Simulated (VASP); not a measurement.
# Zr3O (P6_322) in VASP: a series of runs

Zr3O is run at these levels: PBEsol; tasks: single point.

Everything below comes from runs of VASP 6.6.1. Logs are shortened: lines on timing, memory, paths and dates and some standing lists are left out, and cuts for length are marked.

## Step 1: The cell of the first run

It takes space group P6_322 (No. 182, hexagonal). Conventional cell: a = 5.779 Å, b = 5.779 Å, c = 4.815 Å, α = 90.00°, β = 90.00°, γ = 120.00°. Zr (site symmetry 2) has 2 O at 2.31 Å and 8 Zr at 3.03 to 3.20 Å within 3.2 Å. Within 3.0 Å of O (site symmetry 32) lie 6 Zr at 2.31 Å.

## Step 2: Single point, PBEsol

INCAR reads:

```
SYSTEM = Zr3O
ALGO = Normal
EDIFF = 1E-7
ENCUT = 520
GGA = PS
ISIF = 2
ISMEAR = 0
LASPH = .TRUE.
LCHARG = .TRUE.
LELF = .TRUE.
LREAL = .FALSE.
LVHAR = .TRUE.
LWAVE = .FALSE.
NBANDS = 52
NELM = 60
PREC = Accurate
SIGMA = 0.15
```

KPOINTS reads:

```
k-points
0
G
  9 9 8
  0 0 0
```

POSCAR reads:

```
Zr3O
1.0
    5.7786427719      0.0000000000      0.0000000000
   -2.8893213860      5.0044514399      0.0000000000
    0.0000000000      0.0000000000      4.8147651576
Zr O
6 2
Direct
    0.3193262124      0.0000000000      0.0000000000
    0.3193262124      0.3193262124      0.5000000000
    0.0000000000      0.3193262124      0.0000000000
    0.6806737876      0.0000000000      0.5000000000
    0.6806737876      0.6806737876      0.0000000000
    0.0000000000      0.6806737876      0.5000000000
    0.3333333333      0.6666666667      0.2500000000
    0.6666666667      0.3333333333      0.7500000000
```

Potentials or basis: VASP PAW PBE potentials, release 64 (Zr_sv, O).

The run is started by

```sh
cat potpaw_PBE.64/Zr_sv/POTCAR potpaw_PBE.64/O/POTCAR > POTCAR
mpirun -np 1 vasp_std > vasp.out
```

OUTCAR:

```text
SYSTEM = Zr3O
   EDIFF = 1E-7
   ENCUT = 520
   GGA = PS
   ISIF = 2
   ISMEAR = 0
   LASPH = .TRUE.
   LREAL = .FALSE.
   NELM = 60
   PREC = Accurate

 ion  position               nearest neighbor table
   1  0.319  0.000  0.000-   7 2.31   8 2.31   6 3.03   6 3.03   2 3.03   2 3.03   4 3.19   4 3.19
                             5 3.20   3 3.20   3 3.41   5 3.41   5 3.41   3 3.41
   2  0.319  0.319  0.500-   8 2.31   7 2.31   3 3.03   3 3.03   1 3.03   1 3.03   5 3.19   5 3.19
                             4 3.20   6 3.20   6 3.41   4 3.41   6 3.41   4 3.41
   3  0.000  0.319  0.000-   8 2.31   7 2.31   2 3.03   2 3.03   4 3.03   4 3.03   6 3.19   6 3.19
                             1 3.20   5 3.20   1 3.41   5 3.41   5 3.41   1 3.41
   4  0.681  0.000  0.500-   8 2.31   7 2.31   3 3.03   3 3.03   5 3.03   5 3.03   1 3.19   1 3.19
                             2 3.20   6 3.20   6 3.41   2 3.41   2 3.41   6 3.41
   5  0.681  0.681  0.000-   7 2.31   8 2.31   6 3.03   6 3.03   4 3.03   4 3.03   2 3.19   2 3.19
                             1 3.20   3 3.20   3 3.41   1 3.41   3 3.41   1 3.41
   6  0.000  0.681  0.500-   7 2.31   8 2.31   5 3.03   5 3.03   1 3.03   1 3.03   3 3.19   3 3.19
                             4 3.20   2 3.20   4 3.41   2 3.41   2 3.41   4 3.41
   7  0.333  0.667  0.250-   6 2.31   1 2.31   4 2.31   3 2.31   5 2.31   2 2.31
   8  0.667  0.333  0.750-   3 2.31   4 2.31   1 2.31   6 2.31   2 2.31   5 2.31

  LATTYP: Found a hexagonal cell.
 ALAT       =     5.7786427719
 C/A-ratio  =     0.8332000000

  Lattice vectors:

 A1 = (   5.7786427719,   0.0000000000,   0.0000000000)
 A2 = (  -2.8893213860,   5.0044514399,   0.0000000000)
 A3 = (   0.0000000000,   0.0000000000,   4.8147651576)

Analysis of symmetry for initial positions (statically):
=====================================================================
 Subroutine PRICEL returns:
 Original cell was already a primitive cell.

 Routine SETGRP: Setting up the symmetry group for a
 hexagonal supercell.

 Subroutine GETGRP returns: Found 12 space group operations
 (whereof  6 operations were pure point group operations)
 out of a pool of 24 trial point group operations.

The static configuration has the point symmetry D_3 .
 The point group associated with its full space group is D_6 .

Analysis of symmetry for dynamics (positions and initial velocities):
=====================================================================
 Subroutine PRICEL returns:
 Original cell was already a primitive cell.

[... 126 lines left out ...]
   ISIF   =      2    stress and relaxation
   ISYM   =      2    0-nonsym 1-usesym 2-fastsym
   POTIM  = 0.5000    time-step for ionic-motion
   TEBEG  =    0.0;   TEEND  =   0.0 temperature during run
   PSTRESS=    0.0 pullay stress
   NELECT =      84.0000    total number of electrons
   NUPDOWN=      -1.0000    fix difference up-down
   EMIN   =  10.00;   EMAX   =-10.00  energy-range for DOS
   EFERMI =   0.00;   METHOD = LEGACY
   ISMEAR =     0;   SIGMA  =   0.15  broadening in eV -4-tet -1-fermi 0-gaus
   EFERMI_NEDOS =   21; number of points for ismear=-14 and -15
   IALGO  =     38    algorithm
   IMIX   =      4    mixing-type and parameters
     AMIX     =   0.40;   BMIX     =  1.00
     AMIX_MAG =   1.60;   BMIX_MAG =  1.00
  volume/ion in A,a.u.               =      17.40       117.45
  Fermi-wavevector in a.u.,A,eV,Ry     =   1.383297  2.614052 26.034894  1.913511
  Thomas-Fermi vector in A             =   2.507908
   LORBIT       =      0    0 simple, 1 ext, 2 COOP (PROOUT), +10 PAW based schemes
   GGA     = PS    functional components
   LHFCALC =     F    Hartree Fock is set to
   AEXX    =    0.0000 exact exchange contribution
   IVDW    =     0    specifies the selected vdW correction
   LEPSILON=     F    determine dielectric tensor
   LRPA    =     F    only Hartree local field effects (RPA)
 non-spin polarized calculation
 Gauss-broadening in eV      SIGMA  =   0.15
  energy-cutoff  :      520.00
  volume of cell :      139.24
 maximum number of plane-waves:      3798
 NGX is ok and might be reduce to    48

 number of electron      83.9999986 magnetization

 Free energy of the ion-electron system (eV)
  ---------------------------------------------------
  ext. energy  EPLUGINS =         0.00000000
  ---------------------------------------------------
  free energy    TOTEN  =       -75.54671024 eV

  energy without entropy =      -75.50558320  energy(sigma->0) =      -75.52614672

 E-fermi :   9.7616     XC(G=0): -11.7830

 val. band max:        9.7362924891   @ k =   0.1111   0.1111   0.1250
 cond. band min:       9.7773356773   @ k =   0.0000   0.0000   0.5000
 fundamental gap:      0.0410431882
 Fermi energy:         9.7616445376

 k-point     1 :       0.0000    0.0000    0.0000
  band No.  band energies     occupation
      1     -39.0069      2.00000
      2     -38.8334      2.00000
      3     -38.8334      2.00000
      4     -38.7958      2.00000
      5     -38.7958      2.00000
      6     -38.7691      2.00000
[... 1309 lines left out ...]
     51      12.8308      0.00000
     52      12.9629      0.00000

 [... further k-points ...]

------------------------ aborting loop because EDIFF is reached ----------------------------------------

  FORCE on cell =-STRESS in cart. coord.  units (eV):
  Direction    XX          YY          ZZ          XY          YZ          ZX
  --------------------------------------------------------------------------------------
  -------------------------------------------------------------------------------------
  Total       -5.9089249     -5.9089249      9.4294609      0.0000000      0.0000000     -0.0000000
  in kB      -67.9925953    -67.9925953    108.5025668      0.0000000      0.0000000     -0.0000000
  external PRESSURE =      -9.1608746 kB  Pullay stress =       0.0000000 kB

 VOLUME and BASIS-vectors are now :
 -----------------------------------------------------------------------------
  energy-cutoff  :      520.00
  volume of cell :      139.24
      direct lattice vectors                 reciprocal lattice vectors
     5.778642772  0.000000000  0.000000000     0.173051016  0.099911050  0.000000000
    -2.889321386  5.004451440  0.000000000     0.000000000  0.199822101  0.000000000
     0.000000000  0.000000000  4.814765158     0.000000000  0.000000000  0.207694450

 POSITION                                       TOTAL-FORCE (eV/Angst)
 -----------------------------------------------------------------------------------
      1.84527      0.00000      0.00000         1.811221     -0.000000      0.000000
      0.92264      1.59805      2.40738         0.905610      1.568563      0.000000
     -0.92264      1.59805      0.00000        -0.905610      1.568563      0.000000
      3.93337      0.00000      2.40738        -1.811221     -0.000000     -0.000000
      1.96669      3.40640      0.00000        -0.905610     -1.568563     -0.000000
     -1.96669      3.40640      2.40738         0.905610     -1.568563      0.000000
     -0.00000      3.33630      1.20369        -0.000000     -0.000000      0.000000
      2.88932      1.66815      3.61107        -0.000000     -0.000000     -0.000000
 -----------------------------------------------------------------------------------
    total drift:                                0.000001     -0.000001      0.000000

  FREE ENERGIE OF THE ION-ELECTRON SYSTEM (eV)
  ---------------------------------------------------
  free  energy   TOTEN  =       -75.5467102387 eV

  energy  without entropy=      -75.5055832033  energy(sigma->0) =      -75.52614672
```

stdout:

```text
POSCAR found type information on POSCAR ZrO
 POSCAR found :  2 types and       8 ions
 scaLAPACK will be used
 -----------------------------------------------------------------------------
|                                                                             |
|                                                                             |
|     You enforced a specific xc type in the INCAR file but a different       |
|     I HOPE YOU KNOW WHAT YOU ARE DOING!                                     |
|                                                                             |
 -----------------------------------------------------------------------------

 LDA part: xc-table for (Slater+PW92), standard interpolation
 POSCAR, INCAR and KPOINTS ok, starting setup
 FFT: planning ... GRIDC
 FFT: planning ... GRID_SOFT
 FFT: planning ... GRID
 WAVECAR not read
 entering main loop
```

Run time: 4.7 min. Hardware: 1 thread of Intel Xeon 6975P-C (Granite Rapids), shared host; peak memory 0.46 GiB.

Results:

* Free energy: -75.5467 eV
* Pressure: -0.9 GPa
* Largest force: 1.811 eV/Å
* Band gap on the k mesh: zero (bands 42 and 43 overlap by 0.74 eV)

Forces on the atoms (eV/Å):
```
Zr   1.811  0.000  0.000
Zr   0.906  1.569  0.000
Zr  -0.906  1.569  0.000
Zr  -1.811  0.000  0.000
Zr  -0.906 -1.569  0.000
Zr   0.906 -1.569  0.000
O    0.000  0.000  0.000
O    0.000  0.000  0.000
```

Levels at points of the mesh, in eV from the Fermi level:
| k point | band 40 | band 41 | band 42 | band 43 | band 44 | band 45 |
| --- | --- | --- | --- | --- | --- | --- |
| (0.00, 0.00, 0.00) | -1.24 | 0.48 | 0.52 | 0.52 | 0.83 | 0.83 |
| (0.00, 0.00, 0.50) | -0.35 | -0.14 | -0.14 | 0.02 | 0.02 | 0.27 |

Caveat: the cell differs from its parent crystal (atoms shifted along a free coordinate, c/a of the conventional cell at fixed volume 0.8332); the stress differs along the axes, from -7 to 11 GPa; the PAW data sets were made with another functional, which shifts forces and pressure a little.

## Step 3: Single point, PBEsol (17.40 Å³/atom, c/a of the conventional cell at fixed volume 1.0433)

INCAR reads:

```
SYSTEM = Zr3O
ALGO = Normal
EDIFF = 1E-6
ENCUT = 520
GGA = PS
ISIF = 2
ISMEAR = 0
LASPH = .TRUE.
LCHARG = .FALSE.
LREAL = .FALSE.
LWAVE = .FALSE.
NBANDS = 52
NELM = 60
PREC = Accurate
SIGMA = 0.15
```

KPOINTS is that of step 2.

POSCAR reads:

```
Zr3O
1.0
    5.3613299101      0.0000000000      0.0000000000
   -2.6806649551      4.6430479003      0.0000000000
    0.0000000000      0.0000000000      5.5934754953
Zr O
6 2
Direct
    0.3394720281      0.0000000000      0.0000000000
    0.3394720281      0.3394720281      0.5000000000
    0.0000000000      0.3394720281      0.0000000000
    0.6605279719      0.0000000000      0.5000000000
    0.6605279719      0.6605279719      0.0000000000
    0.0000000000      0.6605279719      0.5000000000
    0.3333333333      0.6666666667      0.2500000000
    0.6666666667      0.3333333333      0.7500000000
```

Potentials or basis: VASP PAW PBE potentials, release 64 (Zr_sv, O).

The run is started by

```sh
cat potpaw_PBE.64/Zr_sv/POTCAR potpaw_PBE.64/O/POTCAR > POTCAR
mpirun -np 1 vasp_std > vasp.out
```

It took 2.7 min on 1 thread of Intel Xeon 6975P-C (Granite Rapids), shared host; peak memory 0.43 GiB.

The run converged. Its results:

```
Free energy            : -76.2023 eV
Pressure               : 0.5 GPa
Largest force          : 0.044 eV/Å
Band gap on the k mesh : zero (bands 42 and 43 overlap by 0.03 eV)
```

Forces on the atoms (eV/Å):
```
Zr  -0.044  0.000  0.000
Zr  -0.022 -0.038  0.000
Zr   0.022 -0.038  0.000
Zr   0.044  0.000  0.000
Zr   0.022  0.038  0.000
Zr  -0.022  0.038  0.000
O    0.000  0.000  0.000
O    0.000  0.000  0.000
```

Stress tensor (GPa, compression positive):
```
 4.84  0.00  0.00
 0.00  4.84  0.00
 0.00  0.00 -8.16
```

Levels at points of the mesh, in eV from the Fermi level:
```tsv
k point	band 39	band 40	band 41	band 42	band 43	band 44	band 45	band 46
(0.00, 0.00, 0.00)	-0.64	-0.64	-0.25	-0.19	0.77	0.77	0.87	0.87
(0.00, 0.00, 0.50)	-0.54	-0.54	-0.10	-0.10	0.27	0.27	0.45	0.45
```

Caveat: the cell differs from its parent crystal (c/a of the conventional cell at fixed volume 1.0433); the stress differs along the axes, from -8 to 5 GPa; the PAW data sets were made with another functional, which shifts forces and pressure a little.

## Step 4: Single point, PBEsol

This run uses another cell than the first one, of the same volume but with other edges.

INCAR reads:

```
SYSTEM = Zr3O
ALGO     = Normal         ! electronic algorithm
EDIFF    = 1E-7           ! SCF threshold, eV
ENCUT    = 520            ! plane-wave cutoff, eV
GGA      = PS             ! functional
ISIF     = 2              ! what is computed and relaxed
ISMEAR   = 0              ! smearing method
LASPH    = .TRUE.         ! aspherical terms in the spheres
LCHARG   = .FALSE.        ! write CHGCAR
LREAL    = .FALSE.        ! projectors in reciprocal space
LWAVE    = .FALSE.        ! write WAVECAR
NBANDS   = 52             ! bands
NELM     = 80             ! most SCF steps
PREC     = Accurate       ! precision mode
SIGMA    = 0.15           ! smearing width, eV
```

KPOINTS is that of step 3.

POSCAR reads:

```
Zr3O
1.0
    5.8497104291      0.0000000000      0.0000000000
   -2.9248552145      5.0659978364      0.0000000000
    0.0000000000      0.0000000000      4.6984874166
Zr O
6 2
Direct
    0.3529025719      0.0000000000      0.0000000000
    0.3529025719      0.3529025719      0.5000000000
    0.0000000000      0.3529025719      0.0000000000
    0.6470974281      0.0000000000      0.5000000000
    0.6470974281      0.6470974281      0.0000000000
    0.0000000000      0.6470974281      0.5000000000
    0.3333333333      0.6666666667      0.2500000000
    0.6666666667      0.3333333333      0.7500000000
```

The run is started by

```sh
cat potpaw_PBE.64/Zr_sv/POTCAR potpaw_PBE.64/O/POTCAR > POTCAR
mpirun -np 1 vasp_std > vasp.out
```

It took 3.3 min on 1 thread of Intel Xeon 6975P-C (Granite Rapids), shared host; peak memory 0.47 GiB.

Results (log left out):

- Free energy: -75.6437 eV
- Pressure: 3.5 GPa
- Largest force: 0.853 eV/Å
- Band gap on the k mesh: zero (bands 42 and 43 overlap by 0.85 eV)

Forces in eV/Å, atoms in the order of the input:
```
Zr  -0.853  0.000  0.000
Zr  -0.426 -0.739  0.000
Zr   0.426 -0.739  0.000
Zr   0.853  0.000  0.000
Zr   0.426  0.739  0.000
Zr  -0.426  0.739  0.000
O    0.000  0.000  0.000
O    0.000  0.000  0.000
```

Stress tensor (GPa, compression positive):
```
-3.69  0.00  0.00
 0.00 -3.69  0.00
 0.00  0.00 17.99
```

Levels at points of the mesh, in eV from the Fermi level:
```
           k point  band 38  band 39  band 40  band 41  band 42  band 43  band 44  band 45  band 46  band 47
(0.00, 0.00, 0.00)    -1.51    -1.44    -1.44     0.62     0.62     0.62     1.03     1.03     1.12     1.12
(0.00, 0.00, 0.50)    -1.05    -0.61    -0.61    -0.36    -0.36    -0.11    -0.11     0.64     0.64     1.23
```

Caveat: the cell differs from its parent crystal (atoms shifted along a free coordinate, c/a of the conventional cell at fixed volume 0.8032); the stress differs along the axes, from -4 to 18 GPa; the PAW data sets were made with another functional, which shifts forces and pressure a little.

## Step 5: Overview

```csv
cell,gap on the mesh (eV),pressure (GPa),largest force (eV/Å)
"a = 5.779, b = 5.779, c = 4.815 Å, angles 90.0, 90.0, 120.0°, 8 atoms, atomic positions A",none,-0.9,1.81
"a = 5.361, b = 5.361, c = 5.593 Å, angles 90.0, 90.0, 120.0°, 8 atoms, atomic positions B",none,0.5,0.04
"a = 5.850, b = 5.850, c = 4.698 Å, angles 90.0, 90.0, 120.0°, 8 atoms, atomic positions C",none,3.5,0.85
```

Alike in all rows: task single point; level PBEsol; potentials or basis VASP PAW PBE potentials, release 64 (Zr_sv, O); no spin polarisation; k mesh 9 × 9 × 8; cutoff (eV) 520; smearing gaussian 0.15 eV.

Caveats: the PAW data sets were made with another functional, which shifts forces and pressure a little; the stress differs along the axes, from -7 to 11 GPa (at least some runs); the stress differs along the axes, from -8 to 5 GPa (at least some runs); the stress differs along the axes, from -4 to 18 GPa (at least some runs).

Absolute energies hang on the potentials; compare differences alone.

The gap in the log of VASP goes by the Fermi energy; the results here count the filled bands.